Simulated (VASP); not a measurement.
# Cd3S (Pm-3m) in VASP: further runs

Runs on Cd3S. Level: PBE. Tasks: single point, relaxation of cell and atoms.

All numbers are computed with VASP 6.6.1; they aren't measurements. Logs are shortened: lines on timing, memory, paths and dates and some standing lists are left out, and cuts for length are marked.

### Step 1. The cell of the first run

Symmetry: Pm-3m, No. 221, cubic system. Conventional cell: a = 4.490 Å, b = 4.490 Å, c = 4.490 Å, α = 90.00°, β = 90.00°, γ = 90.00°. Within 4.2 Å of Cd (site symmetry 4/mmm) lie 8 Cd at 3.17 Å and 4 S at 3.17 Å. S (site symmetry m-3m) has 12 Cd at 3.17 Å within 4.2 Å.

### Step 2. Single point, PBE

The input, INCAR:

```
PREC = Accurate
ENCUT = 520
EDIFF = 1E-6
ISMEAR = 0
SIGMA = 0.1
LREAL = False
LASPH = True
NELM = 60
ALGO = Normal
ISIF = 2
LWAVE = False
LCHARG = True
GGA = PE
LELF = True
LVHAR = True
NBANDS = 29
```

The input, KPOINTS:

```
regular mesh
0
Gamma
  4 4 4
```

The input, POSCAR:

```
Cd3S
1.0
    4.4900528452      0.0000000000      0.0000000000
    0.0000000000      4.4900528452      0.0000000000
    0.0000000000      0.0000000000      4.4900528452
Cd S
3 1
Direct
    0.0000000000      0.5000000000      0.5000000000
    0.5000000000      0.0000000000      0.5000000000
    0.5000000000      0.5000000000      0.0000000000
    0.0000000000      0.0000000000      0.0000000000
```

Potentials or basis: VASP PAW PBE potentials, release 64 (Cd, S).

Launch:

```sh
$ cat potpaw_PBE.64/Cd/POTCAR potpaw_PBE.64/S/POTCAR > POTCAR
$ mpirun -np 1 vasp_std > vasp.out
```

OUTCAR:

```text
PREC = Accurate
   ENCUT = 520
   EDIFF = 1E-6
   ISMEAR = 0
   LREAL = False
   LASPH = True
   NELM = 60
   ISIF = 2
   GGA = PE

 ion  position               nearest neighbor table
   1  0.000  0.500  0.500-   2 3.17   3 3.17   4 3.17   3 3.17   4 3.17   2 3.17   4 3.17   4 3.17
                             2 3.17   3 3.17   3 3.17   2 3.17
   2  0.500  0.000  0.500-   1 3.17   3 3.17   4 3.17   3 3.17   4 3.17   1 3.17   3 3.17   3 3.17
                             1 3.17   4 3.17   4 3.17   1 3.17
   3  0.500  0.500  0.000-   1 3.17   2 3.17   4 3.17   1 3.17   2 3.17   2 3.17   4 3.17   2 3.17
                             1 3.17   4 3.17   1 3.17   4 3.17
   4  0.000  0.000  0.000-   1 3.17   2 3.17   3 3.17   1 3.17   2 3.17   1 3.17   3 3.17   1 3.17
                             2 3.17   3 3.17   2 3.17   3 3.17

  LATTYP: Found a simple cubic cell.
 ALAT       =     4.4900528452

  Lattice vectors:

 A1 = (   4.4900528452,   0.0000000000,   0.0000000000)
 A2 = (   0.0000000000,   4.4900528452,   0.0000000000)
 A3 = (   0.0000000000,   0.0000000000,   4.4900528452)

Analysis of symmetry for initial positions (statically):
=====================================================================
 Subroutine PRICEL returns:
 Original cell was already a primitive cell.

 Routine SETGRP: Setting up the symmetry group for a
 simple cubic supercell.

 Subroutine GETGRP returns: Found 48 space group operations
 (whereof 48 operations were pure point group operations)
 out of a pool of 48 trial point group operations.

The static configuration has the point symmetry O_h .

Analysis of symmetry for dynamics (positions and initial velocities):
=====================================================================
 Subroutine PRICEL returns:
 Original cell was already a primitive cell.

 Routine SETGRP: Setting up the symmetry group for a
 simple cubic supercell.

 Subroutine GETGRP returns: Found 48 space group operations
 (whereof 48 operations were pure point group operations)
 out of a pool of 48 trial point group operations.

The dynamic configuration has the point symmetry O_h .

 Subroutine INISYM returns: Found 48 space group operations
 (whereof 48 operations are pure point group operations),
 and found     1 'primitive' translations

----------------------------------------------------------------------------------------

                                     Primitive cell

  volume of cell :      90.5220

  direct lattice vectors                    reciprocal lattice vectors
     4.490052845  0.000000000  0.000000000     0.222714528  0.000000000  0.000000000
     0.000000000  4.490052845  0.000000000     0.000000000  0.222714528  0.000000000
     0.000000000  0.000000000  4.490052845     0.000000000  0.000000000  0.222714528

  length of vectors
     4.490052845  4.490052845  4.490052845     0.222714528  0.222714528  0.222714528

  position of ions in fractional coordinates (direct lattice)
     0.000000000  0.500000000  0.500000000
     0.500000000  0.000000000  0.500000000
     0.500000000  0.500000000  0.000000000
     0.000000000  0.000000000  0.000000000

  ion indices of the primitive-cell ions
   primitive index   ion index
                 1           1
                 2           2
                 3           3
                 4           4

----------------------------------------------------------------------------------------

 KPOINTS: regular mesh

Automatic generation of k-mesh.
 Grid dimensions read from file:
 generate k-points for:    4    4    4

 Generating k-lattice:

  Cartesian coordinates                     Fractional coordinates (reciprocal lattice)
     0.055678632  0.000000000  0.000000000     0.250000000  0.000000000  0.000000000
     0.000000000  0.055678632  0.000000000     0.000000000  0.250000000  0.000000000
     0.000000000  0.000000000  0.055678632     0.000000000  0.000000000  0.250000000

  Length of vectors
     0.055678632  0.055678632  0.055678632

  Shift w.r.t. Gamma in fractional coordinates (k-lattice)
     0.000000000  0.000000000  0.000000000

 Subroutine IBZKPT returns following result:
 ===========================================

 Found     10 irreducible k-points:

 Following reciprocal coordinates:
            Coordinates               Weight
  0.000000  0.000000  0.000000      1.000000
  0.250000  0.000000  0.000000      6.000000
  0.500000  0.000000  0.000000      3.000000
  0.250000  0.250000  0.000000     12.000000
  0.500000  0.250000  0.000000     12.000000
  0.500000  0.500000  0.000000      3.000000
  0.250000  0.250000  0.250000      8.000000
  0.500000  0.250000  0.250000     12.000000
  0.500000  0.500000  0.250000      6.000000
  0.500000  0.500000  0.500000      1.000000
   k-points           NKPTS =     10   k-points in BZ     NKDIM =     10   number of bands    NBANDS=     29
   number of dos      NEDOS =    301   number of ions     NIONS =      4
   total plane-waves  NPLWV =  46656
   dimension x,y,z NGX =    36 NGY =   36 NGZ =   36
   dimension x,y,z NGXF=    72 NGYF=   72 NGZF=   72
   ions per type =               3   1
   NGX,Y,Z   is equivalent  to a cutoff of  13.33, 13.33, 13.33 a.u.
   NGXF,Y,Z  is equivalent  to a cutoff of  26.66, 26.66, 26.66 a.u.
 SYSTEM =  unknown system
   PREC   = accura    normal or accurate (medium, high low for compatibility)
   ISTART =      0    job   : 0-new  1-cont  2-samecut
   ICHARG =      2    charge: 1-file 2-atom 10-const
   ISPIN  =      1    spin polarized calculation?
   LNONCOLLINEAR =      F non collinear calculations
   LSORBIT =      F    spin-orbit coupling
   LASPH  =      T    aspherical Exc in radial PAW
   ENCUT  =  520.0 eV  38.22 Ry    6.18 a.u.   8.35  8.35  8.35*2*pi/ulx,y,z
   NELM   =     60;   NELMIN=  2; NELMDL= -5     # of ELM steps
   EDIFF  = 0.1E-05   stopping-criterion for ELM
   LREAL  =      F    real-space projection
   EDIFFG = 0.1E-04   stopping-criterion for IOM
   NSW    =      0    number of steps for IOM
   IBRION =     -1    ionic relax: 0-MD 1-quasi-New 2-CG
   NFREE  =      0    steps in history (QN), initial steepest desc. (CG)
   ISIF   =      2    stress and relaxation
   ISYM   =      2    0-nonsym 1-usesym 2-fastsym
   POTIM  = 0.5000    time-step for ionic-motion
   TEBEG  =    0.0;   TEEND  =   0.0 temperature during run
   PSTRESS=    0.0 pullay stress
   NELECT =      42.0000    total number of electrons
   NUPDOWN=      -1.0000    fix difference up-down
   EMIN   =  10.00;   EMAX   =-10.00  energy-range for DOS
   EFERMI =   0.00;   METHOD = LEGACY
   ISMEAR =     0;   SIGMA  =   0.10  broadening in eV -4-tet -1-fermi 0-gaus
   EFERMI_NEDOS =   21; number of points for ismear=-14 and -15
   IALGO  =     38    algorithm
   IMIX   =      4    mixing-type and parameters
     AMIX     =   0.40;   BMIX     =  1.00
     AMIX_MAG =   1.60;   BMIX_MAG =  1.00
  volume/ion in A,a.u.               =      22.63       152.72
  Fermi-wavevector in a.u.,A,eV,Ry     =   1.267379  2.394999 21.854348  1.606249
  Thomas-Fermi vector in A             =   2.400530
   LORBIT       =      0    0 simple, 1 ext, 2 COOP (PROOUT), +10 PAW based schemes
   GGA     = PE    functional components
   LHFCALC =     F    Hartree Fock is set to
   AEXX    =    0.0000 exact exchange contribution
   IVDW    =     0    specifies the selected vdW correction
   LEPSILON=     F    determine dielectric tensor
   LRPA    =     F    only Hartree local field effects (RPA)
 non-spin polarized calculation
 Gauss-broadening in eV      SIGMA  =   0.10
  energy-cutoff  :      520.00
  volume of cell :       90.52
 maximum number of plane-waves:      2469
 NGX is ok and might be reduce to    36
   NGX = 17   NGY = 17   NGZ = 17

 number of electron      42.0000035 magnetization

 Free energy of the ion-electron system (eV)
  ---------------------------------------------------
  ext. energy  EPLUGINS =         0.00000000
  ---------------------------------------------------
  free energy    TOTEN  =        -6.07282622 eV

  energy without entropy =       -6.06360482  energy(sigma->0) =       -6.06821552

 E-fermi :   2.8973     XC(G=0): -10.4294

 val. band max:        2.8368366912   @ k =   0.5000   0.2500   0.2500
 cond. band min:       3.0392995715   @ k =   0.2500   0.2500   0.2500
 fundamental gap:      0.2024628803
 Fermi energy:         2.8972615720

 k-point     1 :       0.0000    0.0000    0.0000
  band No.  band energies     occupation
      1      -9.9571      2.00000
      2      -6.5051      2.00000
      3      -6.3878      2.00000
      4      -6.3878      2.00000
      5      -6.3878      2.00000
      6      -6.1152      2.00000
[... 21 lines left out ...]
     28      10.1402      0.00000
     29      10.6999      0.00000

 k-point     2 :       0.2500    0.0000    0.0000
  band No.  band energies     occupation
      1      -9.8310      2.00000
      2      -6.3665      2.00000
      3      -6.3556      2.00000
      4      -6.2625      2.00000
      5      -6.2625      2.00000
      6      -6.0999      2.00000
[... 21 lines left out ...]
     28       9.0836      0.00000
     29      11.9047      0.00000

 k-point     3 :       0.5000    0.0000    0.0000
  band No.  band energies     occupation
      1      -9.6920      2.00000
      2      -6.3199      2.00000
      3      -6.2366      2.00000
      4      -6.0494      2.00000
      5      -6.0068      2.00000
      6      -6.0068      2.00000
[... 21 lines left out ...]
     28       9.5787      0.00000
     29      10.8715      0.00000

 k-point     4 :       0.2500    0.2500    0.0000
  band No.  band energies     occupation
      1      -9.7374      2.00000
      2      -6.2861      2.00000
      3      -6.2856      2.00000
      4      -6.1761      2.00000
      5      -6.1734      2.00000
      6      -6.0221      2.00000
[... 21 lines left out ...]
     28       9.8599      0.00000
     29      10.6354      0.00000

 k-point     5 :       0.5000    0.2500    0.0000
  band No.  band energies     occupation
      1      -9.6376      2.00000
      2      -6.2128      2.00000
      3      -6.1427      2.00000
      4      -6.0501      2.00000
      5      -6.0206      2.00000
      6      -5.9579      2.00000
[... 21 lines left out ...]
     28       9.5848      0.00000
     29       9.7569      0.00000

 k-point     6 :       0.5000    0.5000    0.0000
  band No.  band energies     occupation
      1      -9.5816      2.00000
      2      -6.1188      2.00000
      3      -6.1188      2.00000
      4      -6.0445      2.00000
      5      -6.0408      2.00000
      6      -5.8271      2.00000
[... 21 lines left out ...]
     28      10.4445      0.00000
     29      10.4445      0.00000

 k-point     7 :       0.2500    0.2500    0.2500
  band No.  band energies     occupation
      1      -9.6798      2.00000
      2      -6.3356      2.00000
      3      -6.1624      2.00000
      4      -6.1624      2.00000
      5      -6.1201      2.00000
      6      -5.9069      2.00000
[... 21 lines left out ...]
     28       9.4516      0.00000
     29      12.1690      0.00000

 k-point     8 :       0.5000    0.2500    0.2500
  band No.  band energies     occupation
      1      -9.6210      2.00000
      2      -6.2581      2.00000
      3      -6.1120      2.00000
      4      -6.0567      2.00000
      5      -6.0273      2.00000
      6      -5.9817      2.00000
[... 21 lines left out ...]
     28      11.3901      0.00000
     29      11.9535      0.00000

 k-point     9 :       0.5000    0.5000    0.2500
  band No.  band energies     occupation
      1      -9.6049      2.00000
      2      -6.1862      2.00000
      3      -6.1862      2.00000
      4      -6.1833      2.00000
      5      -5.9774      2.00000
      6      -5.9774      2.00000
[... 21 lines left out ...]
     28      12.3327      0.00000
     29      12.3327      0.00000

 k-point    10 :       0.5000    0.5000    0.5000
  band No.  band energies     occupation
      1      -9.6272      2.00000
      2      -6.2739      2.00000
      3      -6.2739      2.00000
      4      -6.2739      2.00000
      5      -6.0003      2.00000
      6      -6.0003      2.00000
[... 21 lines left out ...]
     28      14.1322      0.00000
     29      14.1322      0.00000

------------------------ aborting loop because EDIFF is reached ----------------------------------------

  FORCE on cell =-STRESS in cart. coord.  units (eV):
  Direction    XX          YY          ZZ          XY          YZ          ZX
  --------------------------------------------------------------------------------------
  -------------------------------------------------------------------------------------
  Total       -0.4709539     -0.4709539     -0.4709539      0.0000000      0.0000000     -0.0000000
  in kB       -8.3355567     -8.3355567     -8.3355567      0.0000000      0.0000000     -0.0000000
  external PRESSURE =      -8.3355567 kB  Pullay stress =       0.0000000 kB

 VOLUME and BASIS-vectors are now :
 -----------------------------------------------------------------------------
  energy-cutoff  :      520.00
  volume of cell :       90.52
      direct lattice vectors                 reciprocal lattice vectors
     4.490052845  0.000000000  0.000000000     0.222714528  0.000000000  0.000000000
     0.000000000  4.490052845  0.000000000     0.000000000  0.222714528  0.000000000
     0.000000000  0.000000000  4.490052845     0.000000000  0.000000000  0.222714528

 POSITION                                       TOTAL-FORCE (eV/Angst)
 -----------------------------------------------------------------------------------
      0.00000      2.24503      2.24503         0.000000      0.000000      0.000000
      2.24503      0.00000      2.24503         0.000000      0.000000      0.000000
      2.24503      2.24503      0.00000         0.000000      0.000000      0.000000
      0.00000      0.00000      0.00000         0.000000      0.000000      0.000000
 -----------------------------------------------------------------------------------
    total drift:                                0.000000      0.000000      0.000000

  FREE ENERGIE OF THE ION-ELECTRON SYSTEM (eV)
  ---------------------------------------------------
  free  energy   TOTEN  =        -6.0728262219 eV

  energy  without entropy=       -6.0636048238  energy(sigma->0) =       -6.06821552
```

Wall time 20 s (1 thread of AMD EPYC 7R13 (Zen 3), shared host); peak memory 0.17 GiB.

What came out:

```
Free energy            : -6.0728 eV
Pressure               : -0.8 GPa
Band gap on the k mesh : zero (band 21 reaches 3.96 eV, above the bottom of band 22 at 1.36 eV)
```

### Step 3. Single point, PBE

This run uses another cell than the first one, of 22.12 Å³/atom, 0.977 times its volume.

The input, INCAR:

```
SYSTEM = Cd3S
PREC = Accurate
ENCUT = 520
EDIFF = 1E-6
ISMEAR = 0
SIGMA = 0.1
LREAL = .FALSE.
LASPH = .TRUE.
NELM = 100
ALGO = Normal
ISIF = 2
LWAVE = .FALSE.
LCHARG = .FALSE.
GGA = PE
NBANDS = 29
```

The input, KPOINTS:

```
Automatic mesh
0
G
  10 10 10
  0 0 0
```

The input, POSCAR:

```
Cd3S
1.0
    4.4561159655      0.0000000000      0.0000000000
    0.0000000000      4.4561159655      0.0000000000
    0.0000000000      0.0000000000      4.4561159655
Cd S
3 1
Direct
    0.0000000000      0.5000000000      0.5000000000
    0.5000000000      0.0000000000      0.5000000000
    0.5000000000      0.5000000000      0.0000000000
    0.0000000000      0.0000000000      0.0000000000
```

Potentials or basis: VASP PAW PBE potentials, release 64 (Cd, S).

Launch:

```sh
$ cat potpaw_PBE.64/Cd/POTCAR potpaw_PBE.64/S/POTCAR > POTCAR
$ mpirun -np 1 vasp_std > vasp.out
```

Run time: 91 s. Hardware: 1 thread of AMD EPYC 7R13 (Zen 3), shared host; peak memory 0.24 GiB.

It converged, with:

```yaml
Free_energy: -6.0239 eV
Pressure: 0.2 GPa
Band_gap_on_the_k_mesh: zero (band 21 reaches 4.18 eV, above the bottom of band 22 at 1.55 eV)
```

Levels at points of the mesh, in eV from the Fermi level:
| k point | band 17 | band 18 | band 19 | band 20 | band 21 | band 22 | band 23 | band 24 | band 25 | band 26 |
| --- | --- | --- | --- | --- | --- | --- | --- | --- | --- | --- |
| (0.00, 0.00, 0.00) | -5.50 | -3.20 | -3.20 | -3.20 | 1.14 | 1.14 | 2.69 | 2.69 | 2.69 | 7.36 |
| (0.50, 0.00, 0.00) | -6.63 | -3.03 | -2.32 | -2.32 | -0.28 | 1.84 | 1.84 | 2.37 | 3.18 | 6.47 |
| (0.50, 0.50, 0.00) | -4.85 | -4.85 | -4.20 | -1.83 | 0.66 | 1.04 | 1.04 | 3.96 | 3.96 | 4.58 |
| (0.50, 0.50, 0.50) | -4.17 | -4.17 | -4.17 | -2.12 | -1.49 | -1.49 | -1.49 | 4.41 | 4.41 | 4.41 |

(Part 1 of 2 ends here.)
